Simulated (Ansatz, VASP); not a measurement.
## Two plane-wave programs on AgCl

```
Ag Cl
1.0
    -3.96430    0.00000   -0.19707
     0.00000   -3.96806    0.00000
    -2.13518    0.00000   11.13139
Ag Cl
4 4
Direct
  0.39958 0.75000 0.87519
  0.59958 0.75000 0.37519
  0.20042 0.25000 0.12481
  0.00042 0.25000 0.62481
  0.90011 0.25000 0.87486
  0.10011 0.25000 0.37486
  0.69989 0.75000 0.12514
  0.49989 0.75000 0.62514
```

Alike in both runs: task single point; functional PBE; k mesh 7 × 7 × 3; occupations gaussian, width 0.05 eV; no spin polarisation.

|  | VASP | Ansatz |
| --- | --- | --- |
| version | VASP 6.6.1 | Ansatz 0.2.0 |
| potentials or method | VASP PAW PBE potentials, release 64 (Ag, Cl), cutoff 520 eV | scalar-relativistic, plane waves, PAW |
| valence electrons in the cell | 72 | 104 |

|  | VASP | Ansatz | Ansatz less VASP |
| --- | --- | --- | --- |
| gap on the k mesh at the Fermi level (eV) | 0.65 | 0.66 | +0.004 |
| least direct gap on the mesh (eV) | 1.95 | 1.95 | +0.005 |
| pressure (GPa) | -0.7 | -0.5 | +0.12 |
| traceless stress, the component that is largest in VASP (GPa) | 0.79 | 0.78 | -0.012 |
| rms of the force components (eV/Å) | 0.084 | 0.085 | +0.0001 |

Atom by atom the forces differ by 0.001 eV/Å (rms over components). VASP's potentials hold 72 valence electrons a cell and Ansatz's 104, so a difference there can come from the potentials and not from the codes.
